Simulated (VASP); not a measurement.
# MgO (P-6m2) in VASP: notebook

Aim: see how the results for MgO move with the level of theory and the settings. Levels: LDA, PBEsol+D3(BJ), RPBE+D3(BJ). Tasks: single point.

All numbers are computed with VASP 6.6.1; they aren't measurements. Logs are shortened: lines on timing, memory, paths and dates and some standing lists are left out, and cuts for length are marked.

### 1 The cell of the first run

The structure is hexagonal, space group P-6m2 (No. 187). Conventional cell: a = 2.938 Å, b = 2.938 Å, c = 2.680 Å, α = 90.00°, β = 90.00°, γ = 120.00°. Mg (site symmetry -6m2) has 6 O at 2.16 Å and 2 Mg at 2.68 Å within 2.9 Å. Within 2.9 Å of O (site symmetry -6m2) lie 6 Mg at 2.16 Å and 2 O at 2.68 Å.

### 2 Single point, LDA

INCAR reads:

```
SYSTEM = MgO
PREC = Accurate
ENCUT = 520
EDIFF = 1E-7
ISMEAR = 0
SIGMA = 0.05
LREAL = .FALSE.
LASPH = .TRUE.
NELM = 60
ALGO = Normal
ISIF = 2
LWAVE = .FALSE.
LCHARG = .FALSE.
NBANDS = 11
```

KPOINTS reads:

```
regular mesh
0
G
  10 10 10
  0 0 0
```

POSCAR reads:

```
MgO
1.0
    2.9380209034      0.0000000000      0.0000000000
   -1.4690104517      2.5444007392      0.0000000000
    0.0000000000      0.0000000000      2.6796800000
Mg O
1 1
Direct
    0.0000000000      0.0000000000      0.0000000000
    0.3333333333      0.6666666667      0.5000000000
```

Potentials or basis: VASP PAW LDA potentials, release 64 (Mg, O).

Run with:

```console
cat potpaw_LDA.64/Mg/POTCAR potpaw_LDA.64/O/POTCAR > POTCAR
mpirun -np 1 vasp_std > vasp.out
```

OUTCAR:

```text
SYSTEM = MgO
   PREC = Accurate
   ENCUT = 520
   EDIFF = 1E-7
   ISMEAR = 0
   LREAL = .FALSE.
   LASPH = .TRUE.
   NELM = 60
   ISIF = 2

 ion  position               nearest neighbor table
   1  0.000  0.000  0.000-   2 2.16   2 2.16   2 2.16   2 2.16   2 2.16   2 2.16
   2  0.333  0.667  0.500-   1 2.16   1 2.16   1 2.16   1 2.16   1 2.16   1 2.16

  LATTYP: Found a hexagonal cell.
 ALAT       =     2.9380209034
 C/A-ratio  =     0.9120697531

  Lattice vectors:

 A1 = (   2.9380209034,   0.0000000000,   0.0000000000)
 A2 = (  -1.4690104517,   2.5444007392,   0.0000000000)
 A3 = (   0.0000000000,   0.0000000000,   2.6796800000)

Analysis of symmetry for initial positions (statically):
=====================================================================
 Subroutine PRICEL returns:
 Original cell was already a primitive cell.

 Routine SETGRP: Setting up the symmetry group for a
 hexagonal supercell.

 Subroutine GETGRP returns: Found 12 space group operations
 (whereof 12 operations were pure point group operations)
 out of a pool of 24 trial point group operations.

The static configuration has the point symmetry D_3h.

Analysis of symmetry for dynamics (positions and initial velocities):
=====================================================================
 Subroutine PRICEL returns:
 Original cell was already a primitive cell.

 Routine SETGRP: Setting up the symmetry group for a
 hexagonal supercell.

 Subroutine GETGRP returns: Found 12 space group operations
 (whereof 12 operations were pure point group operations)
 out of a pool of 24 trial point group operations.

The dynamic configuration has the point symmetry D_3h.

 Subroutine INISYM returns: Found 12 space group operations
 (whereof 12 operations are pure point group operations),
 and found     1 'primitive' translations

----------------------------------------------------------------------------------------

                                     Primitive cell

  volume of cell :      20.0320

  direct lattice vectors                    reciprocal lattice vectors
     2.938020903  0.000000000  0.000000000     0.340365175  0.196509926  0.000000000
    -1.469010452  2.544400739  0.000000000     0.000000000  0.393019851  0.000000000
     0.000000000  0.000000000  2.679680000     0.000000000  0.000000000  0.373178887

  length of vectors
     2.938020903  2.938020903  2.679680000     0.393019851  0.393019851  0.373178887

  position of ions in fractional coordinates (direct lattice)
     0.000000000  0.000000000  0.000000000
     0.333333333  0.666666667  0.500000000

  ion indices of the primitive-cell ions
   primitive index   ion index
                 1           1
                 2           2
[... 78 lines left out ...]
   ISIF   =      2    stress and relaxation
   ISYM   =      2    0-nonsym 1-usesym 2-fastsym
   POTIM  = 0.5000    time-step for ionic-motion
   TEBEG  =    0.0;   TEEND  =   0.0 temperature during run
   PSTRESS=    0.0 pullay stress
   NELECT =       8.0000    total number of electrons
   NUPDOWN=      -1.0000    fix difference up-down
   EMIN   =  10.00;   EMAX   =-10.00  energy-range for DOS
   EFERMI =   0.00;   METHOD = LEGACY
   ISMEAR =     0;   SIGMA  =   0.05  broadening in eV -4-tet -1-fermi 0-gaus
   EFERMI_NEDOS =   21; number of points for ismear=-14 and -15
   IALGO  =     38    algorithm
   IMIX   =      4    mixing-type and parameters
     AMIX     =   0.40;   BMIX     =  1.00
     AMIX_MAG =   1.60;   BMIX_MAG =  1.00
  volume/ion in A,a.u.               =      10.02        67.59
  Fermi-wavevector in a.u.,A,eV,Ry     =   1.205583  2.278221 19.775115  1.453430
  Thomas-Fermi vector in A             =   2.341275
   LORBIT       =      0    0 simple, 1 ext, 2 COOP (PROOUT), +10 PAW based schemes
   GGA     = CA    functional components
   LHFCALC =     F    Hartree Fock is set to
   AEXX    =    0.0000 exact exchange contribution
   IVDW    =     0    specifies the selected vdW correction
   LEPSILON=     F    determine dielectric tensor
   LRPA    =     F    only Hartree local field effects (RPA)
 non-spin polarized calculation
 Gauss-broadening in eV      SIGMA  =   0.05
  energy-cutoff  :      520.00
  volume of cell :       20.03
 maximum number of plane-waves:       562
 NGX is ok and might be reduce to    24
   NGX = 11   NGY = 11   NGZ =  9

 number of electron       7.9999996 magnetization

 Free energy of the ion-electron system (eV)
  ---------------------------------------------------
  ext. energy  EPLUGINS =         0.00000000
  ---------------------------------------------------
  free energy    TOTEN  =       -12.67586712 eV

  energy without entropy =      -12.67586712  energy(sigma->0) =      -12.67586712

 E-fermi :   3.2690     XC(G=0): -11.2317

 val. band max:        2.9809549662   @ k =   0.3000   0.3000   0.0000
 cond. band min:       5.9331180096   @ k =   0.0000   0.0000   0.0000
 fundamental gap:      2.9521630434
 Fermi energy:         3.2690212725

 k-point     1 :       0.0000    0.0000    0.0000
  band No.  band energies     occupation
      1     -14.1747      2.00000
      2       2.3829      2.00000
      3       2.3829      2.00000
      4       2.5797      2.00000
      5       5.9331      0.00000
      6      14.6161      0.00000
      7      18.2820      0.00000
      8      18.2820      0.00000
      9      22.6216      0.00000
     10      23.5514      0.00000
     11      25.1488      0.00000
[... 309 lines left out ...]
 k-point    24 :       0.4000    0.1000    0.1000
  band No.  band energies     occupation
      1     -13.0231      2.00000
      2      -1.6561      2.00000
      3       1.3427      2.00000
      4       2.4916      2.00000
      5       9.9406      0.00000
      6      13.2346      0.00000
      7      16.2245      0.00000
      8      19.9597      0.00000
      9      20.6279      0.00000
     10      25.2138      0.00000
     11      26.4944      0.00000

 [... further k-points ...]
[... 5 lines left out ...]
  --------------------------------------------------------------------------------------
  -------------------------------------------------------------------------------------
  Total       -1.3051970     -1.3051970     -1.5035445      0.0000000     -0.0000000      0.0000000
  in kB     -104.3910598   -104.3910598   -120.2551128      0.0000000     -0.0000000      0.0000000
  external PRESSURE =    -109.6790775 kB  Pullay stress =       0.0000000 kB

 VOLUME and BASIS-vectors are now :
 -----------------------------------------------------------------------------
  energy-cutoff  :      520.00
  volume of cell :       20.03
      direct lattice vectors                 reciprocal lattice vectors
     2.938020903  0.000000000  0.000000000     0.340365175  0.196509926  0.000000000
    -1.469010452  2.544400739  0.000000000     0.000000000  0.393019851  0.000000000
     0.000000000  0.000000000  2.679680000     0.000000000  0.000000000  0.373178887

 POSITION                                       TOTAL-FORCE (eV/Angst)
 -----------------------------------------------------------------------------------
      0.00000      0.00000      0.00000         0.000000      0.000000      0.000000
     -0.00000      1.69627      1.33984        -0.000000      0.000000      0.000000
 -----------------------------------------------------------------------------------
    total drift:                                0.000000     -0.000000     -0.000000

  FREE ENERGIE OF THE ION-ELECTRON SYSTEM (eV)
  ---------------------------------------------------
  free  energy   TOTEN  =       -12.6758671219 eV

  energy  without entropy=      -12.6758671219  energy(sigma->0) =      -12.67586712
```

OSZICAR:

```text
N       E                     dE             d eps       ncg     rms          rms(c)
DAV:   1     0.120945791397E+02    0.12095E+02   -0.46246E+03  2120   0.640E+02
DAV:   2    -0.138383967078E+02   -0.25933E+02   -0.25464E+02  2126   0.132E+02
DAV:   3    -0.144241356807E+02   -0.58574E+00   -0.58537E+00  2214   0.174E+01
DAV:   4    -0.144255045832E+02   -0.13689E-02   -0.13689E-02  2019   0.968E-01
DAV:   5    -0.144255090037E+02   -0.44206E-05   -0.44206E-05  2182   0.515E-02    0.718E+00
DAV:   6    -0.127717575053E+02    0.16538E+01   -0.98839E+00  1869   0.165E+01    0.246E+00
DAV:   7    -0.127115903172E+02    0.60167E-01   -0.10393E-01  2038   0.262E+00    0.134E+00
DAV:   8    -0.126765196245E+02    0.35071E-01   -0.53319E-02  1884   0.210E+00    0.264E-01
DAV:   9    -0.126761651987E+02    0.35443E-03   -0.29800E-04  2199   0.132E-01    0.191E-01
DAV:  10    -0.126758701435E+02    0.29506E-03   -0.61768E-04  1944   0.225E-01    0.145E-02
DAV:  11    -0.126758671616E+02    0.29819E-05   -0.11465E-05  2100   0.167E-02    0.560E-03
DAV:  12    -0.126758671219E+02    0.39714E-07   -0.45656E-07  2064   0.447E-03
   1 F= -.12675867E+02 E0= -.12675867E+02  d E =-.691352E-18
```

It took 9.5 s on 1 thread of Intel Xeon 6975P-C, shared host; peak memory 0.14 GiB.

What came out:

```
Free energy            : -12.6759 eV
Pressure               : -11.0 GPa
Band gap on the k mesh : 2.95 eV, indirect (least direct gap 3.35 eV)
```

Stress tensor (GPa, compression positive):
```
-10.44   0.00   0.00
  0.00 -10.44   0.00
  0.00   0.00 -12.03
```

Levels at points of the mesh, in eV from the valence-band top:
| k point | band 1 | band 2 | band 3 | band 4 | band 5 | band 6 | band 7 | band 8 | band 9 |
| --- | --- | --- | --- | --- | --- | --- | --- | --- | --- |
| (0.00, 0.00, 0.00) | -17.16 | -0.60 | -0.60 | -0.40 | 2.95 | 11.64 | 15.30 | 15.30 | 19.64 |
| (0.50, 0.00, 0.00) | -16.07 | -4.94 | -1.32 | -0.04 | 6.45 | 10.36 | 12.89 | 17.49 | 18.61 |
| (0.00, 0.00, 0.50) | -16.03 | -5.42 | -0.08 | -0.08 | 8.15 | 8.87 | 17.31 | 17.31 | 18.26 |
| (0.50, 0.00, 0.50) | -15.28 | -3.75 | -3.39 | -0.82 | 5.63 | 11.21 | 13.72 | 14.64 | 14.93 |

### 3 Single point, PBEsol+D3(BJ)

INCAR reads:

```
SYSTEM = MgO
PREC = Accurate
ENCUT = 520
EDIFF = 1E-6
ISMEAR = -1
SIGMA = 0.05
LREAL = .FALSE.
LASPH = .TRUE.
NELM = 80
ALGO = Normal
ISIF = 2
LWAVE = .FALSE.
LCHARG = .FALSE.
GGA = PS
IVDW = 12
NBANDS = 11
```

KPOINTS is that of step 2.

POSCAR is that of step 2.

Potentials or basis: VASP PAW PBE potentials, release 64 (Mg, O).

Run with:

```console
cat potpaw_PBE.64/Mg/POTCAR potpaw_PBE.64/O/POTCAR > POTCAR
mpirun -np 1 vasp_std > vasp.out
```

Wall time 9.3 s (1 thread of Intel Xeon 6975P-C, shared host); peak memory 0.16 GiB.

It converged, with:

| Quantity | Value |
| --- | --- |
| Free energy | -12.2799 eV |
| Pressure | -8.2 GPa |
| Band gap on the k mesh | 2.93 eV, indirect (least direct gap 3.33 eV) |
| Dispersion energy per atom | -0.232 eV |

Stress tensor (GPa, compression positive):
```
-8.07  0.00  0.00
 0.00 -8.07  0.00
 0.00  0.00 -8.33
```

Levels at points of the mesh, in eV from the valence-band top:
| k point | band 2 | band 3 | band 4 | band 5 | band 6 | band 7 |
| --- | --- | --- | --- | --- | --- | --- |
| (0.00, 0.00, 0.00) | -0.60 | -0.60 | -0.40 | 2.93 | 11.70 | 15.46 |
| (0.50, 0.00, 0.00) | -4.93 | -1.32 | -0.04 | 6.47 | 10.48 | 12.95 |
| (0.00, 0.00, 0.50) | -5.40 | -0.09 | -0.09 | 8.16 | 8.93 | 17.43 |
| (0.50, 0.00, 0.50) | -3.75 | -3.39 | -0.83 | 5.70 | 11.28 | 13.91 |

Caveat: the PAW data sets were made with another functional, which shifts forces and pressure a little. A k mesh can miss the band edges.

(Part 1 of 2 ends here.)
